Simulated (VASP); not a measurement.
# Hf2Si (I4/mcm) in VASP: a series of runs, part 2 of 2

VASP 6.6.1.

**4. Single point, r2SCAN**

POSCAR reads:

```
Hf2Si
1.0
   -3.2753522240      3.2753522240      2.5828233930
    3.2753522240     -3.2753522240      2.5828233930
    3.2753522240      3.2753522240     -2.5828233930
Hf Si
4 2
Direct
    0.8435136200      0.6564863800      0.5000000000
    0.3435136200      0.8435136200      0.1870272400
    0.1564863800      0.3435136200      0.5000000000
    0.6564863800      0.1564863800      0.8129727600
    0.7500000000      0.7500000000      0.0000000000
    0.2500000000      0.2500000000      0.0000000000
```

INCAR.step1 reads:

```
PREC = Accurate
ENCUT = 520
ISMEAR = 0
SIGMA = 0.1
LREAL = F
LASPH = T
NELM = 100
NBANDS = 33
GGA = PE
ALGO = Normal
EDIFF = 1E-4
LWAVE = T
LCHARG = F
```

INCAR.step2 reads:

```
PREC = Accurate
ENCUT = 520
EDIFF = 1E-6
ISMEAR = 0
SIGMA = 0.1
LREAL = F
LASPH = T
NELM = 100
ALGO = Normal
ISIF = 2
LWAVE = F
LCHARG = F
METAGGA = R2SCAN
LMIXTAU = T
NBANDS = 33
ISTART = 1
```

KPOINTS reads:

```
regular mesh
0
Gamma
  8 8 8
```

Potentials or basis: VASP PAW PBE potentials, release 64 (Hf_pv, Si).

Run with:

```bash
$ cat potpaw_PBE.64/Hf_pv/POTCAR potpaw_PBE.64/Si/POTCAR > POTCAR
$ cp INCAR.step1 INCAR
$ mpirun -np 1 vasp_std > vasp.out
$ cp INCAR.step2 INCAR
$ mpirun -np 1 vasp_std > vasp.out
```

OUTCAR:

```text
PREC = Accurate
   ENCUT = 520
   EDIFF = 1E-6
   ISMEAR = 0
   LREAL = F
   LASPH = T
   NELM = 100
   ISIF = 2
   METAGGA = R2SCAN
   ISTART = 1

 ion  position               nearest neighbor table
   1  0.844  0.656  0.500-   6 2.79   5 2.79   5 2.79   6 2.79   3 2.90   3 3.11   3 3.11   4 3.30
                             2 3.30   4 3.30   2 3.30   4 3.50   2 3.50   2 3.50   4 3.50
   2  0.344  0.844  0.187-   5 2.79   6 2.79   6 2.79   5 2.79   4 2.90   4 3.11   4 3.11   1 3.30
                             3 3.30   3 3.30   1 3.30   1 3.50   3 3.50   1 3.50   3 3.50
   3  0.156  0.344  0.500-   5 2.79   6 2.79   6 2.79   5 2.79   1 2.90   1 3.11   1 3.11   4 3.30
                             2 3.30   4 3.30   2 3.30   4 3.50   2 3.50   4 3.50   2 3.50
   4  0.656  0.156  0.813-   5 2.79   6 2.79   6 2.79   5 2.79   2 2.90   2 3.11   2 3.11   1 3.30
                             3 3.30   3 3.30   1 3.30   1 3.50   3 3.50   1 3.50   3 3.50
   5  0.750  0.750  0.000-   6 2.58   6 2.58   2 2.79   4 2.79   4 2.79   2 2.79   1 2.79   1 2.79
                             3 2.79   3 2.79
   6  0.250  0.250  0.000-   5 2.58   5 2.58   2 2.79   4 2.79   4 2.79   2 2.79   3 2.79   1 2.79
                             1 2.79   3 2.79

  LATTYP: Found a body centered tetragonal cell.
 ALAT       =     6.5507044480
 C/A-ratio  =     0.7885635548

  Lattice vectors:

[... 198 lines left out ...]
      2     -25.4356      2.00000
      3     -25.3088      2.00000
      4     -25.3088      2.00000
      5     -25.2788      2.00000
      6     -25.2788      2.00000
[... 853 lines left out ...]
     32       9.9468      0.00000
     33      10.3802      0.00000

 [... further k-points ...]

------------------------ aborting loop because EDIFF is reached ----------------------------------------

  FORCE on cell =-STRESS in cart. coord.  units (eV):
  Direction    XX          YY          ZZ          XY          YZ          ZX
  --------------------------------------------------------------------------------------
  -------------------------------------------------------------------------------------
  Total        0.0154024      0.0154024     -0.1430053      0.0000000      0.0000000      0.0000000
  in kB        0.2226528      0.2226528     -2.0672450      0.0000000      0.0000000      0.0000000
  external PRESSURE =      -0.5406464 kB  Pullay stress =       0.0000000 kB

 VOLUME and BASIS-vectors are now :
 -----------------------------------------------------------------------------
  energy-cutoff  :      520.00
  volume of cell :      110.83
      direct lattice vectors                 reciprocal lattice vectors
    -3.275352224  3.275352224  2.582823393     0.000000000  0.152655338  0.193586600
     3.275352224 -3.275352224  2.582823393     0.152655338  0.000000000  0.193586600
     3.275352224  3.275352224 -2.582823393     0.152655338  0.152655338  0.000000000

 POSITION                                       TOTAL-FORCE (eV/Angst)
 -----------------------------------------------------------------------------------
      1.02510      2.25026      2.58282        -0.000876      0.000876     -0.000000
      2.25026     -1.02510      2.58282         0.000876      0.000876     -0.000000
      2.25026      1.02510      0.00000         0.000876     -0.000876     -0.000000
      1.02510      4.30045     -0.00000        -0.000876     -0.000876      0.000000
      0.00000      0.00000      3.87424         0.000000      0.000000     -0.000000
      0.00000      0.00000      1.29141         0.000000     -0.000000     -0.000000
 -----------------------------------------------------------------------------------
    total drift:                               -0.000000      0.000000     -0.000000

  FREE ENERGIE OF THE ION-ELECTRON SYSTEM (eV)
  ---------------------------------------------------
  free  energy   TOTEN  =      -202.9078086446 eV

  energy  without entropy=     -202.8969286951  energy(sigma->0) =     -202.90236867
```

Run time: 16 min. Hardware: 1 thread of Intel Xeon 8259CL, shared host; peak memory 0.37 GiB.

What came out:

- Free energy: -202.9078 eV
- Pressure: -0.1 GPa
- Band gap on the k mesh: zero (bands 24 and 25 overlap by 0.79 eV)

Caveat: the PAW data sets were made with another functional, which shifts forces and pressure a little; spin-orbit coupling is left out, which moves the levels of the heavy elements.

**5. The runs side by side**

```tsv
k mesh	gap on the mesh (eV)	pressure (GPa)
6 × 6 × 6	none	0.0
6 × 6 × 6, shifted	none	0.0
8 × 8 × 8	none	-0.1
```

Alike in all rows: task single point; level r2SCAN; potentials or basis VASP PAW PBE potentials, release 64 (Hf_pv, Si); no spin polarisation; cell as given; cutoff (eV) 520; smearing gaussian 0.1 eV.

Caveats: the PAW data sets were made with another functional, which shifts forces and pressure a little; spin-orbit coupling is left out, which moves the levels of the heavy elements.

Total energies depend on the potentials used, so only differences within one code and one set of settings carry meaning.
